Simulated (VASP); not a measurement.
Os, 2 atoms in the cell. Symmetry: P6_3/mmc, No. 194, hexagonal system. Conventional cell: a = 2.756 Å, b = 2.756 Å, c = 4.343 Å, α = 90.00°, β = 90.00°, γ = 120.00°. Os (site symmetry -6m2) has 12 Os at 2.69 to 2.76 Å within 3.5 Å. 

```yaml
Program: VASP 6.6.1
Task: single point
Functional: PBE
Potentials_or_basis: VASP PAW PBE potentials, release 64 (Os)
Cutoff: 520 eV
k_mesh: 13 × 13 × 7
Occupations: methfessel-paxton, width 0.3 eV
Spin: no spin polarisation
Dipole_correction: no
Further_INCAR_settings: ALGO = Normal; EDIFF = 1e-06; NBANDS = 15
```

Potentials or basis: VASP PAW PBE potentials, release 64 (Os).

The run is started by

```bash
$ cat potpaw_PBE.64/Os/POTCAR > POTCAR
$ mpirun -np 1 vasp_std > vasp.out
```

Hardware: 1 thread of Intel Xeon 8259CL, on a shared host.

How long does it take, and how much memory?

Run time: 51 s on 1 thread of Intel Xeon 8259CL (shared host), peak memory 0.16 GiB. Counts: scf iterations 12, k points 84.
